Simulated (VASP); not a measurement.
# Se (P3_121) in VASP: relaxation of cell and atoms with r2SCAN+rVV10

Aim: the relaxation of cell and atoms of Se with r2SCAN+rVV10.

Program: VASP 6.6.1. These are calculated values, not measurements. Logs are shortened: lines on timing, memory, paths and dates and some standing lists are left out, and cuts for length are marked.

**1. The cell of the first run**

It takes space group P3_121 (No. 152, trigonal). Conventional cell: a = 4.066 Å, b = 4.066 Å, c = 5.127 Å, α = 90.00°, β = 90.00°, γ = 120.00°. Se (site symmetry 2) has 6 Se at 2.44 to 3.20 Å within 3.2 Å.

**2. Relaxation of cell and atoms, r2SCAN+rVV10**

File POSCAR:

```
Se
1.0
    4.0662410296      0.0000000000      0.0000000000
   -2.0331205148      3.5214680296      0.0000000000
    0.0000000000      0.0000000000      5.1274763545
Se
3
Direct
    0.2475669228      0.0000000000      0.3333333333
    0.0000000000      0.2475669228      0.6666666667
    0.7524330772      0.7524330772      0.0000000000
```

File INCAR.step1:

```
ALGO = Normal
EDIFF = 1E-4
ENCUT = 600
GGA = PE
ISMEAR = -1
LASPH = True
LCHARG = False
LREAL = False
LWAVE = True
NELM = 100
PREC = Accurate
SIGMA = 0.02
```

File INCAR.step2:

```
ALGO = Normal
BPARAM = 11.95
CPARAM = 0.0093
EDIFF = 1E-6
EDIFFG = -0.005
ENCUT = 600
IBRION = 2
ISIF = 3
ISMEAR = -1
ISTART = 1
IVDW_NL = 2
LASPH = True
LCHARG = False
LMIXTAU = True
LREAL = False
LUSE_VDW = True
LWAVE = False
METAGGA = R2SCAN
NELM = 100
NSW = 80
PREC = Accurate
SIGMA = 0.02
```

File KPOINTS:

```
k-points
0
Gamma
  6 6 4
```

Potentials or basis: VASP PAW PBE potentials, release 64 (Se).

Run with:

```sh
cat potpaw_PBE.64/Se/POTCAR > POTCAR
cp INCAR.step1 INCAR
mpirun -np 1 vasp_std > vasp.out
cp INCAR.step2 INCAR
mpirun -np 1 vasp_std > vasp.out
```

OUTCAR:

```text
BPARAM = 11.95
   EDIFF = 1E-6
   EDIFFG = -0.005
   ENCUT = 600
   IBRION = 2
   ISIF = 3
   ISMEAR = -1
   ISTART = 1
   IVDW_NL = 2
   LASPH = True
   LREAL = False
   METAGGA = R2SCAN
   NELM = 100
   NSW = 80
   PREC = Accurate

 ion  position               nearest neighbor table
   1  0.248  0.000  0.333-   3 2.44   2 2.44
   2  0.000  0.248  0.667-   3 2.44   1 2.44
   3  0.752  0.752  0.000-   1 2.44   2 2.44

  LATTYP: Found a hexagonal cell.
 ALAT       =     4.0662410296
 C/A-ratio  =     1.2609868223

  Lattice vectors:

 A1 = (   4.0662410296,   0.0000000000,   0.0000000000)
 A2 = (  -2.0331205148,   3.5214680296,   0.0000000000)
 A3 = (   0.0000000000,   0.0000000000,   5.1274763545)

Analysis of symmetry for initial positions (statically):
=====================================================================
 Subroutine PRICEL returns:
 Original cell was already a primitive cell.

 Routine SETGRP: Setting up the symmetry group for a
 hexagonal supercell.

 Subroutine GETGRP returns: Found  6 space group operations
 (whereof  2 operations were pure point group operations)
 out of a pool of 24 trial point group operations.

The static configuration has the point symmetry C_2 .
 The point group associated with its full space group is D_3 .

Analysis of symmetry for dynamics (positions and initial velocities):
=====================================================================
 Subroutine PRICEL returns:
 Original cell was already a primitive cell.

 Routine SETGRP: Setting up the symmetry group for a
 hexagonal supercell.

 Subroutine GETGRP returns: Found  6 space group operations
 (whereof  2 operations were pure point group operations)
 out of a pool of 24 trial point group operations.

The dynamic configuration has the point symmetry C_2 .
 The point group associated with its full space group is D_3 .

 Subroutine INISYM returns: Found  6 space group operations
 (whereof  2 operations are pure point group operations),
 and found     1 'primitive' translations

----------------------------------------------------------------------------------------

                                     Primitive cell

  volume of cell :      73.4210

  direct lattice vectors                    reciprocal lattice vectors
     4.066241030  0.000000000  0.000000000     0.245927379  0.141986239  0.000000000
    -2.033120515  3.521468030  0.000000000     0.000000000  0.283972477  0.000000000
     0.000000000  0.000000000  5.127476354     0.000000000  0.000000000  0.195027716

  length of vectors
     4.066241030  4.066241030  5.127476354     0.283972477  0.283972477  0.195027716

  position of ions in fractional coordinates (direct lattice)
     0.247566923  0.000000000  0.333333333
     0.000000000  0.247566923  0.666666667
     0.752433077  0.752433077  0.000000000

  ion indices of the primitive-cell ions
   primitive index   ion index
                 1           1
                 2           2
                 3           3

----------------------------------------------------------------------------------------

 KPOINTS: k-points

Automatic generation of k-mesh.
 Grid dimensions read from file:
 generate k-points for:    6    6    4

 Generating k-lattice:

  Cartesian coordinates                     Fractional coordinates (reciprocal lattice)
     0.040987897  0.023664373  0.000000000     0.166666667  0.000000000  0.000000000
     0.000000000  0.047328746  0.000000000     0.000000000  0.166666667  0.000000000
     0.000000000  0.000000000  0.048756929     0.000000000  0.000000000  0.250000000

  Length of vectors
     0.047328746  0.047328746  0.048756929

  Shift w.r.t. Gamma in fractional coordinates (k-lattice)
     0.000000000  0.000000000  0.000000000

 Subroutine IBZKPT returns following result:
 ===========================================

 Found     24 irreducible k-points:

 Following reciprocal coordinates:
            Coordinates               Weight
  0.000000  0.000000  0.000000      1.000000
  0.166667  0.000000  0.000000      6.000000
  0.333333 -0.000000  0.000000      6.000000
  0.500000 -0.000000  0.000000      3.000000
  0.166667  0.166667  0.000000      6.000000
  0.333333  0.166667  0.000000     12.000000
[... 16 lines left out ...]
  0.333333  0.166667  0.500000     12.000000
  0.333333  0.333333  0.500000      2.000000
   k-points           NKPTS =     24   k-points in BZ     NKDIM =     24   number of bands    NBANDS=     13
   number of dos      NEDOS =    301   number of ions     NIONS =      3
   total plane-waves  NPLWV =  43008
   dimension x,y,z NGX =    32 NGY =   32 NGZ =   42
   dimension x,y,z NGXF=    64 NGYF=   64 NGZF=   84
   ions per type =               3
   NGX,Y,Z   is equivalent  to a cutoff of  13.08, 13.08, 13.62 a.u.
   NGXF,Y,Z  is equivalent  to a cutoff of  26.17, 26.17, 27.23 a.u.
 SYSTEM =  unknown system
   PREC   = accura    normal or accurate (medium, high low for compatibility)
   ISTART =      1    job   : 0-new  1-cont  2-samecut
   ICHARG =      0    charge: 1-file 2-atom 10-const
   ISPIN  =      1    spin polarized calculation?
   LNONCOLLINEAR =      F non collinear calculations
   LSORBIT =      F    spin-orbit coupling
   LASPH  =      T    aspherical Exc in radial PAW
   ENCUT  =  600.0 eV  44.10 Ry    6.64 a.u.   8.12  8.12 10.24*2*pi/ulx,y,z
   NELM   =    100;   NELMIN=  2; NELMDL=  0     # of ELM steps
   EDIFF  = 0.1E-05   stopping-criterion for ELM
   LREAL  =      F    real-space projection
   EDIFFG = -.5E-02   stopping-criterion for IOM
   NSW    =     80    number of steps for IOM
   IBRION =      2    ionic relax: 0-MD 1-quasi-New 2-CG
   NFREE  =      1    steps in history (QN), initial steepest desc. (CG)
   ISIF   =      3    stress and relaxation
   ISYM   =      2    0-nonsym 1-usesym 2-fastsym
   POTIM  = 0.5000    time-step for ionic-motion
   TEBEG  =    0.0;   TEEND  =   0.0 temperature during run
   PSTRESS=    0.0 pullay stress
   NELECT =      18.0000    total number of electrons
   NUPDOWN=      -1.0000    fix difference up-down
   EMIN   =  10.00;   EMAX   =-10.00  energy-range for DOS
   EFERMI =   0.00;   METHOD = LEGACY
   ISMEAR =    -1;   SIGMA  =   0.02  broadening in eV -4-tet -1-fermi 0-gaus
   EFERMI_NEDOS =   21; number of points for ismear=-14 and -15
   IALGO  =     38    algorithm
   IMIX   =      4    mixing-type and parameters
     AMIX     =   0.40;   BMIX     =  1.00
     AMIX_MAG =   1.60;   BMIX_MAG =  1.00
  volume/ion in A,a.u.               =      24.47       165.16
  Fermi-wavevector in a.u.,A,eV,Ry     =   1.024611  1.936233 14.283760  1.049827
  Thomas-Fermi vector in A             =   2.158407
   LORBIT       =      0    0 simple, 1 ext, 2 COOP (PROOUT), +10 PAW based schemes
   METAGGA = R2SCAN    functional components
   LHFCALC =     F    Hartree Fock is set to
   AEXX    =    0.0000 exact exchange contribution
   IVDW_NL    =     2    kernel type
   BPARAM     =11.9500
   IVDW    =     0    specifies the selected vdW correction
   LEPSILON=     F    determine dielectric tensor
   LRPA    =     F    only Hartree local field effects (RPA)
 conjugate gradient relaxation of ions
 non-spin polarized calculation
  energy-cutoff  :      600.00
  volume of cell :       73.42
 maximum number of plane-waves:      2472
   NGX = 17   NGY = 17   NGZ = 21

--------------------------------------- Ionic step        1  -------------------------------------------

 number of electron      18.0000002 magnetization

 Free energy of the ion-electron system (eV)
  ---------------------------------------------------
  ext. energy  EPLUGINS =         0.00000000
  ---------------------------------------------------
  free energy    TOTEN  =       -42.42350644 eV

  energy without entropy =      -42.42350644  energy(sigma->0) =      -42.42350644

------------------------ aborting loop because EDIFF is reached ----------------------------------------

  FORCE on cell =-STRESS in cart. coord.  units (eV):
  Direction    XX          YY          ZZ          XY          YZ          ZX
  --------------------------------------------------------------------------------------
  -------------------------------------------------------------------------------------
  Total        0.3118371      0.3118371     -0.0589507      0.0000000      0.0000000      0.0000000
  in kB        6.8048385      6.8048385     -1.2864088      0.0000000      0.0000000      0.0000000
  external PRESSURE =       4.1077561 kB  Pullay stress =       0.0000000 kB
[... 92 lines left out ...]
  FREE ENERGIE OF THE ION-ELECTRON SYSTEM (eV)
  ---------------------------------------------------
  free  energy   TOTEN  =       -42.4599677195 eV

  energy  without entropy=      -42.4599677195  energy(sigma->0) =      -42.45996772

[... ionic steps 4 to 13 ...]

--------------------------------------- Ionic step       14  -------------------------------------------

 number of electron      17.9999999 magnetization

------------------------ aborting loop because EDIFF is reached ----------------------------------------

  FORCE on cell =-STRESS in cart. coord.  units (eV):
  Direction    XX          YY          ZZ          XY          YZ          ZX
  --------------------------------------------------------------------------------------
  -------------------------------------------------------------------------------------
  Total       -0.0403171     -0.0403171     -0.0554283      0.0000000      0.0000000      0.0000000
  in kB       -0.7968865     -0.7968865     -1.0955649      0.0000000      0.0000000      0.0000000
  external PRESSURE =      -0.8964459 kB  Pullay stress =       0.0000000 kB
[... 59 lines left out ...]
  energy  without entropy=      -42.4804703457  energy(sigma->0) =      -42.48047035

--------------------------------------- Ionic step       16  -------------------------------------------

 number of electron      17.9999999 magnetization

 Free energy of the ion-electron system (eV)
  ---------------------------------------------------
  ext. energy  EPLUGINS =         0.00000000
  ---------------------------------------------------
  free energy    TOTEN  =       -42.48047270 eV

  energy without entropy =      -42.48047270  energy(sigma->0) =      -42.48047270

 E-fermi :   2.8780     XC(G=0):  -9.4066

 val. band max:        2.4658360840   @ k =   0.5000  -0.0000   0.5000
 cond. band min:       3.5335055692   @ k =   0.3333   0.3333   0.5000
 fundamental gap:      1.0676694852
 Fermi energy:         2.8780234945

 k-point     1 :       0.0000    0.0000    0.0000
  band No.  band energies     occupation
      1     -13.9541      2.00000
      2      -9.6895      2.00000
      3      -9.6895      2.00000
      4      -1.4056      2.00000
      5      -1.4056      2.00000
      6      -1.3175      2.00000
      7       0.4073      2.00000
      8       0.4073      2.00000
      9       2.0289      2.00000
     10       4.4732      0.00000
     11       4.4732      0.00000
     12       4.8876      0.00000
     13       9.3270      0.00000
[... 396 lines left out ...]
  FREE ENERGIE OF THE ION-ELECTRON SYSTEM (eV)
  ---------------------------------------------------
  free  energy   TOTEN  =       -42.4804727035 eV

  energy  without entropy=      -42.4804727035  energy(sigma->0) =      -42.48047270

 reached required accuracy - stopping structural energy minimisation
```

Wall time 14 min (1 thread of AMD EPYC 9R45 (Zen 5), shared host); peak memory 0.36 GiB.

What came out:

| Item | Value |
| --- | --- |
| Free energy | -42.4805 eV |
| Relaxed volume | 26.99 Å³/atom |
| Relaxed cell | a = 4.307 Å, b = 4.307 Å, c = 5.039 Å, α = 90.00°, β = 90.00°, γ = 120.00° |
| Space group after relaxing (to 0.1 Å) | P3_121 (No. 152) |
| Energy gained by relaxing | 19.0 meV/atom |
| Ionic steps | 16 |
| Pressure after relaxing | 0.0 GPa |
| Largest force after relaxing | 0.004 eV/Å |
| Band gap on the k mesh | 1.07 eV (least direct gap 1.24 eV) |

Forces in eV/Å, atoms in the order of the input:
```
Se   0.004  0.000  0.000
Se  -0.002  0.004  0.000
Se  -0.002 -0.004  0.000
```

The path:
| step | energy change (eV) | largest force (eV/Å) | pressure (GPa) | volume (Å³) |
| --- | --- | --- | --- | --- |
| 1 | 0.0000 | 0.3259 | 0.41 | 73.42 |
| 2 | -0.0165 | 0.2169 | 0.66 | 74.09 |
| 3 | -0.0365 | 0.1553 | 1.57 | 75.86 |
| 4 | -0.0449 | 0.1000 | 0.82 | 77.22 |
| 5 | -0.0494 | 0.0251 | -0.09 | 79.11 |
| 6 | -0.0494 | 0.0177 | -0.17 | 79.30 |
| 7 | -0.0514 | 0.0198 | -0.13 | 79.50 |
| 8 | -0.0554 | 0.0273 | 0.01 | 80.11 |
| 9 | -0.0556 | 0.0488 | 0.30 | 81.29 |
| 10 | -0.0568 | 0.0387 | 0.16 | 80.75 |
| 11 | -0.0568 | 0.0286 | -0.17 | 81.16 |
| 12 | -0.0570 | 0.0060 | 0.00 | 80.95 |
| 13 | -0.0570 | 0.0051 | 0.00 | 80.95 |
| 14 | -0.0569 | 0.0119 | -0.09 | 81.06 |
| 15 | -0.0570 | 0.0031 | -0.03 | 80.97 |
| 16 | -0.0570 | 0.0042 | -0.01 | 80.96 |

Final structure:
```cif
data_structure
_symmetry_space_group_name_H-M 'P 1'
_symmetry_Int_Tables_number 1
_cell_length_a 4.3073
_cell_length_b 4.3073
_cell_length_c 5.0388
_cell_angle_alpha 90.000
_cell_angle_beta 90.000
_cell_angle_gamma 120.000
_cell_volume 80.96
loop_
_atom_site_label
_atom_site_type_symbol
_atom_site_fract_x
_atom_site_fract_y
_atom_site_fract_z
_atom_site_occupancy
Se1 Se 0.22780 0.00000 0.33333 1
Se2 Se 0.00000 0.22780 0.66667 1
Se3 Se 0.77220 0.77220 0.00000 1
```

Levels at points of the mesh, in eV from the valence-band top:
```tsv
k point	band 7	band 8	band 9	band 10	band 11	band 12
(0.00, 0.00, 0.00)	-2.06	-2.06	-0.44	2.01	2.01	2.42
(0.50, 0.00, 0.00)	-3.06	-1.80	-1.05	2.08	2.50	4.39
(0.00, 0.00, 0.50)	-1.52	-1.52	-1.27	1.36	1.46	1.46
(0.50, 0.00, 0.50)	-1.99	-1.53	0.00	1.71	3.00	3.10
```

Caveat: the PAW data sets were made with another functional, which shifts forces and pressure a little.
